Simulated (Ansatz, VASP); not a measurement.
Mg2Sn: VASP beside Ansatz

```xyz
3
Lattice="0.0000 3.3695 3.3695 3.3695 0.0000 3.3695 3.3695 3.3695 0.0000" Properties=species:S:1:pos:R:3 pbc="T T T"
Mg    1.6847    1.6847    1.6847
Mg    5.0542    5.0542    5.0542
Sn    0.0000    0.0000    0.0000
```

Alike in both runs: task relaxation of cell and atoms; functional PBE; k mesh 12 × 12 × 12; occupations gaussian, width 0.1 eV; no spin polarisation.

|  | VASP | Ansatz |
| --- | --- | --- |
| version | VASP 6.6.1 | Ansatz 0.2.0 |
| potentials or method | VASP PAW PBE potentials, release 64 (Mg, Sn_d), cutoff 600 eV | scalar-relativistic, plane waves, PAW |
| valence electrons in the cell | 18 | 34 |

|  | VASP | Ansatz | Ansatz less VASP |
| --- | --- | --- | --- |
| gap on the k mesh at the Fermi level, each at its own relaxed structure (eV) | none | none | - |
| relaxed volume (Å³/atom) | 26.31 | 26.40 | +0.086 |
| relaxed length of the cell vector where the two differ most in proportion (Å) | 4.815 | 4.820 | +0.0052 |

A gap of «none» marks a metal or a gap that the smearing closes. VASP's potentials hold 18 valence electrons a cell and Ansatz's 34, so a difference there can come from the potentials and not from the codes.
